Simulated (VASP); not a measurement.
# Rb in VASP: single point with PBE

Aim: the single point of Rb with PBE.

Program: VASP 6.6.1. These are calculated values, not measurements. Logs are shortened: lines on timing, memory, paths and dates and some standing lists are left out, and cuts for length are marked.

**1. The cell of the first run**

The cell holds a sublattice, 2 atoms: a = 6.084 Å, b = 6.084 Å, c = 6.084 Å, α = 60.00°, β = 60.00°, γ = 60.00°.

**2. Single point, PBE**

Contents of INCAR:

```
PREC = Accurate
ENCUT = 400
EDIFF = 1E-6
ISMEAR = 0
SIGMA = 0.1
LREAL = False
LASPH = True
NELM = 120
ALGO = Normal
ISIF = 2
LWAVE = False
LCHARG = True
GGA = PE
LELF = True
LVHAR = True
NBANDS = 16
GGA_COMPAT = False
```

Contents of KPOINTS:

```
regular mesh
0
Gamma
  6 6 6
```

Contents of POSCAR:

```
Rb
1.0
    0.0000000000      4.3018226235      4.3018226235
    4.3018226235      0.0000000000      4.3018226235
    4.3018226235      4.3018226235      0.0000000000
Rb
2
Direct
    0.2500000000      0.2500000000      0.2500000000
    0.7500000000      0.7500000000      0.7500000000
```

Potentials or basis: VASP PAW PBE potentials, release 64 (Rb_sv).

Command:

```console
$ cat potpaw_PBE.64/Rb_sv/POTCAR > POTCAR
$ mpirun -np 1 vasp_std > vasp.out
```

OUTCAR:

```text
PREC = Accurate
   ENCUT = 400
   EDIFF = 1E-6
   ISMEAR = 0
   LREAL = False
   LASPH = True
   NELM = 120
   ISIF = 2
   GGA = PE

 ion  position               nearest neighbor table
   1  0.250  0.250  0.250-   2 4.30   2 4.30   2 4.30   2 4.30   2 4.30   2 4.30
   2  0.750  0.750  0.750-   1 4.30   1 4.30   1 4.30   1 4.30   1 4.30   1 4.30

  LATTYP: Found a face centered cubic cell.
 ALAT       =     8.6036452470

  Lattice vectors:

 A1 = (   0.0000000000,   4.3018226235,   4.3018226235)
 A2 = (   4.3018226235,   0.0000000000,   4.3018226235)
 A3 = (   4.3018226235,   4.3018226235,   0.0000000000)

Analysis of symmetry for initial positions (statically):
=====================================================================
 Subroutine PRICEL returns following result:

  LATTYP: Found a simple cubic cell.
 ALAT       =     4.3018226235

  Lattice vectors:

 A1 = (  -4.3018226235,   0.0000000000,   0.0000000000)
 A2 = (   0.0000000000,   0.0000000000,   4.3018226235)
 A3 = (   0.0000000000,   4.3018226235,   0.0000000000)

   2 primitive cells build up your supercell.

 Routine SETGRP: Setting up the symmetry group for a
 face centered cubic supercell.

 Subroutine GETGRP returns: Found 48 space group operations
 (whereof 48 operations were pure point group operations)
 out of a pool of 48 trial point group operations.

The static configuration has the point symmetry O_h .

Analysis of symmetry for dynamics (positions and initial velocities):
=====================================================================
 Subroutine PRICEL returns following result:

  LATTYP: Found a simple cubic cell.
 ALAT       =     4.3018226235

  Lattice vectors:

 A1 = (  -4.3018226235,   0.0000000000,   0.0000000000)
 A2 = (   0.0000000000,   0.0000000000,   4.3018226235)
 A3 = (   0.0000000000,   4.3018226235,   0.0000000000)

   2 primitive cells build up your supercell.

 Routine SETGRP: Setting up the symmetry group for a
 face centered cubic supercell.

 Subroutine GETGRP returns: Found 48 space group operations
 (whereof 48 operations were pure point group operations)
 out of a pool of 48 trial point group operations.

The dynamic configuration has the point symmetry O_h .

 Subroutine INISYM returns: Found 48 space group operations
 (whereof 48 operations are pure point group operations),
 and found     2 'primitive' translations

----------------------------------------------------------------------------------------

                                     Primitive cell

  volume of cell :      79.6081

  direct lattice vectors                    reciprocal lattice vectors
    -4.301822623  0.000000000  0.000000000    -0.232459608  0.000000000  0.000000000
     0.000000000  0.000000000  4.301822623     0.000000000  0.000000000  0.232459608
     0.000000000  4.301822623  0.000000000     0.000000000  0.232459608  0.000000000

  length of vectors
     4.301822623  4.301822623  4.301822623     0.232459608  0.232459608  0.232459608

  position of ions in fractional coordinates (direct lattice)
     0.500000000  0.500000000  0.500000000

  ion indices of the primitive-cell ions
   primitive index   ion index
                 1           1

----------------------------------------------------------------------------------------

 KPOINTS: regular mesh

Automatic generation of k-mesh.
 Grid dimensions read from file:
 generate k-points for:    6    6    6

 Generating k-lattice:

  Cartesian coordinates                     Fractional coordinates (reciprocal lattice)
    -0.019371634  0.019371634  0.019371634     0.166666667  0.000000000  0.000000000
     0.019371634 -0.019371634  0.019371634     0.000000000  0.166666667  0.000000000
     0.019371634  0.019371634 -0.019371634     0.000000000  0.000000000  0.166666667

  Length of vectors
     0.033552654  0.033552654  0.033552654

  Shift w.r.t. Gamma in fractional coordinates (k-lattice)
     0.000000000  0.000000000  0.000000000

 Subroutine IBZKPT returns following result:
 ===========================================

 Found     16 irreducible k-points:

 Following reciprocal coordinates:
            Coordinates               Weight
  0.000000  0.000000  0.000000      1.000000
  0.166667  0.000000  0.000000      8.000000
  0.333333  0.000000  0.000000      8.000000
  0.500000  0.000000  0.000000      4.000000
  0.166667  0.166667  0.000000      6.000000
  0.333333  0.166667  0.000000     24.000000
[... 8 lines left out ...]
 -0.333333  0.333333  0.166667     24.000000
 -0.333333  0.500000  0.166667     12.000000
   k-points           NKPTS =     16   k-points in BZ     NKDIM =     16   number of bands    NBANDS=     16
   number of dos      NEDOS =    301   number of ions     NIONS =      2
   total plane-waves  NPLWV =  64000
   dimension x,y,z NGX =    40 NGY =   40 NGZ =   40
   dimension x,y,z NGXF=    80 NGYF=   80 NGZF=   80
   ions per type =               2
   NGX,Y,Z   is equivalent  to a cutoff of  10.93, 10.93, 10.93 a.u.
   NGXF,Y,Z  is equivalent  to a cutoff of  21.86, 21.86, 21.86 a.u.
 SYSTEM =  unknown system
   PREC   = accura    normal or accurate (medium, high low for compatibility)
   ISTART =      0    job   : 0-new  1-cont  2-samecut
   ICHARG =      2    charge: 1-file 2-atom 10-const
   ISPIN  =      1    spin polarized calculation?
   LNONCOLLINEAR =      F non collinear calculations
   LSORBIT =      F    spin-orbit coupling
   LASPH  =      T    aspherical Exc in radial PAW
   ENCUT  =  400.0 eV  29.40 Ry    5.42 a.u.   9.92  9.92  9.92*2*pi/ulx,y,z
   NELM   =    120;   NELMIN=  2; NELMDL= -5     # of ELM steps
   EDIFF  = 0.1E-05   stopping-criterion for ELM
   LREAL  =      F    real-space projection
   EDIFFG = 0.1E-04   stopping-criterion for IOM
   NSW    =      0    number of steps for IOM
   IBRION =     -1    ionic relax: 0-MD 1-quasi-New 2-CG
   NFREE  =      0    steps in history (QN), initial steepest desc. (CG)
   ISIF   =      2    stress and relaxation
   ISYM   =      2    0-nonsym 1-usesym 2-fastsym
   POTIM  = 0.5000    time-step for ionic-motion
   TEBEG  =    0.0;   TEEND  =   0.0 temperature during run
   PSTRESS=    0.0 pullay stress
   NELECT =      18.0000    total number of electrons
   NUPDOWN=      -1.0000    fix difference up-down
   EMIN   =  10.00;   EMAX   =-10.00  energy-range for DOS
   EFERMI =   0.00;   METHOD = LEGACY
   ISMEAR =     0;   SIGMA  =   0.10  broadening in eV -4-tet -1-fermi 0-gaus
   EFERMI_NEDOS =   21; number of points for ismear=-14 and -15
   IALGO  =     38    algorithm
   IMIX   =      4    mixing-type and parameters
     AMIX     =   0.40;   BMIX     =  1.00
     AMIX_MAG =   1.60;   BMIX_MAG =  1.00
  volume/ion in A,a.u.               =      79.61       537.22
  Fermi-wavevector in a.u.,A,eV,Ry     =   0.791595  1.495898  8.525724  0.626623
  Thomas-Fermi vector in A             =   1.897167
   LORBIT       =      0    0 simple, 1 ext, 2 COOP (PROOUT), +10 PAW based schemes
   GGA     = PE    functional components
   LHFCALC =     F    Hartree Fock is set to
   AEXX    =    0.0000 exact exchange contribution
   IVDW    =     0    specifies the selected vdW correction
   LEPSILON=     F    determine dielectric tensor
   LRPA    =     F    only Hartree local field effects (RPA)
 non-spin polarized calculation
 Gauss-broadening in eV      SIGMA  =   0.10
  energy-cutoff  :      400.00
  volume of cell :      159.22
 maximum number of plane-waves:      2914
   NGX = 19   NGY = 19   NGZ = 19

 number of electron      18.0000001 magnetization

 Free energy of the ion-electron system (eV)
  ---------------------------------------------------
  ext. energy  EPLUGINS =         0.00000000
  ---------------------------------------------------
  free energy    TOTEN  =        -1.60062783 eV

  energy without entropy =       -1.58215114  energy(sigma->0) =       -1.59138949

 E-fermi :   0.4008     XC(G=0):  -5.7921

 val. band max:        0.3983791389   @ k =  -0.3333   0.3333   0.1667
 cond. band min:       0.4370708003   @ k =   0.5000   0.1667   0.0000
 fundamental gap:      0.0386916614
 Fermi energy:         0.4007897843

 k-point     1 :       0.0000    0.0000    0.0000
  band No.  band energies     occupation
      1     -28.6819      2.00000
      2     -28.6492      2.00000
      3     -12.8424      2.00000
      4     -12.8424      2.00000
      5     -12.8424      2.00000
      6     -12.6739      2.00000
[... 8 lines left out ...]
     15       4.1985      0.00000
     16       5.3509      0.00000

 k-point     2 :       0.1667    0.0000    0.0000
  band No.  band energies     occupation
      1     -28.6796      2.00000
      2     -28.6513      2.00000
      3     -12.8343      2.00000
      4     -12.8320      2.00000
      5     -12.8320      2.00000
      6     -12.6891      2.00000
[... 8 lines left out ...]
     15       4.5332      0.00000
     16       4.9844      0.00000

 k-point     3 :       0.3333    0.0000    0.0000
  band No.  band energies     occupation
      1     -28.6736      2.00000
      2     -28.6572      2.00000
      3     -12.8104      2.00000
      4     -12.8029      2.00000
      5     -12.8029      2.00000
      6     -12.7273      2.00000
[... 8 lines left out ...]
     15       3.7492      0.00000
     16       4.3123      0.00000

 k-point     4 :       0.5000    0.0000    0.0000
  band No.  band energies     occupation
      1     -28.6654      2.00000
      2     -28.6654      2.00000
      3     -12.7724      2.00000
      4     -12.7724      2.00000
      5     -12.7617      2.00000
      6     -12.7617      2.00000
[... 8 lines left out ...]
     15       3.6714      0.00000
     16       3.6714      0.00000
[... 172 lines left out ...]
 k-point    14 :       0.5000    0.3333    0.1667
  band No.  band energies     occupation
      1     -28.6708      2.00000
      2     -28.6599      2.00000
      3     -12.8726      2.00000
      4     -12.8413      2.00000
      5     -12.8121      2.00000
      6     -12.7155      2.00000
[... 8 lines left out ...]
     15       3.6324      0.00000
     16       4.2978      0.00000

 k-point    15 :      -0.3333    0.3333    0.1667
  band No.  band energies     occupation
      1     -28.6653      2.00000
      2     -28.6653      2.00000
      3     -12.8718      2.00000
      4     -12.8718      2.00000
      5     -12.7648      2.00000
      6     -12.7648      2.00000
[... 8 lines left out ...]
     15       3.8459      0.00000
     16       3.8459      0.00000

 k-point    16 :      -0.3333    0.5000    0.1667
  band No.  band energies     occupation
      1     -28.6680      2.00000
      2     -28.6626      2.00000
      3     -12.8965      2.00000
      4     -12.8802      2.00000
      5     -12.8188      2.00000
      6     -12.7096      2.00000
[... 8 lines left out ...]
     15       3.4643      0.00000
     16       4.0302      0.00000

------------------------ aborting loop because EDIFF is reached ----------------------------------------

  FORCE on cell =-STRESS in cart. coord.  units (eV):
  Direction    XX          YY          ZZ          XY          YZ          ZX
  --------------------------------------------------------------------------------------
  -------------------------------------------------------------------------------------
  Total        0.6866374      0.6866374      0.6866374      0.0000000      0.0000000      0.0000000
  in kB        6.9095621      6.9095621      6.9095621      0.0000000      0.0000000      0.0000000
  external PRESSURE =       6.9095621 kB  Pullay stress =       0.0000000 kB

 VOLUME and BASIS-vectors are now :
 -----------------------------------------------------------------------------
  energy-cutoff  :      400.00
  volume of cell :      159.22
      direct lattice vectors                 reciprocal lattice vectors
     0.000000000  4.301822623  4.301822623    -0.116229804  0.116229804  0.116229804
     4.301822623  0.000000000  4.301822623     0.116229804 -0.116229804  0.116229804
     4.301822623  4.301822623  0.000000000     0.116229804  0.116229804 -0.116229804

 POSITION                                       TOTAL-FORCE (eV/Angst)
 -----------------------------------------------------------------------------------
      2.15091      2.15091      2.15091         0.000000      0.000000     -0.000000
      6.45273      6.45273      6.45273        -0.000000     -0.000000      0.000000
 -----------------------------------------------------------------------------------
    total drift:                                0.000000     -0.000000      0.000000

  FREE ENERGIE OF THE ION-ELECTRON SYSTEM (eV)
  ---------------------------------------------------
  free  energy   TOTEN  =        -1.6006278316 eV

  energy  without entropy=       -1.5821511433  energy(sigma->0) =       -1.59138949
```

Wall time 29 s (1 thread of Intel Xeon Platinum 8488C (Sapphire Rapids), shared host); peak memory 0.23 GiB.

Results:

```
Free energy            : -1.6006 eV
Pressure               : 0.7 GPa
Band gap on the k mesh : zero (bands 9 and 10 overlap by 0.58 eV)
```
